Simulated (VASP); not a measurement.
InSe, 8 atoms in the cell. The cell holds a slab with vacuum, 8 atoms: a = 4.027 Å, b = 4.027 Å, c = 28.271 Å, α = 90.00°, β = 90.00°, γ = 120.00°.  This cell differs from its parent crystal: layers slid over each other, then relaxed in part.

```yaml
Program: VASP 6.6.1
Task: single point
Functional: PBE
Dispersion: D3(BJ)
Potentials_or_basis: VASP PAW PBE potentials, release 64 (Se, In_d)
Cutoff: 400 eV
k_mesh: 9 × 9 × 1
Occupations: gaussian, width 0.05 eV
Spin: no spin polarisation
Dipole_correction: yes
Further_INCAR_settings: ALGO = Normal; EDIFF = 1e-06; NBANDS = 48; NELMDL = -8
```

Potentials or basis: VASP PAW PBE potentials, release 64 (Se, In_d).

The run is started by

```bash
$ cat potpaw_PBE.64/Se/POTCAR potpaw_PBE.64/In_d/POTCAR > POTCAR
$ mpirun -np 1 vasp_std > vasp.out
```

Hardware: 1 thread of Intel Xeon 8259CL, on a shared host.

How long does it take, and how much memory?

It took 36 min on 1 thread of Intel Xeon 8259CL, on a shared host, peak memory 0.64 GiB. Counts: scf iterations 26, k points 41.
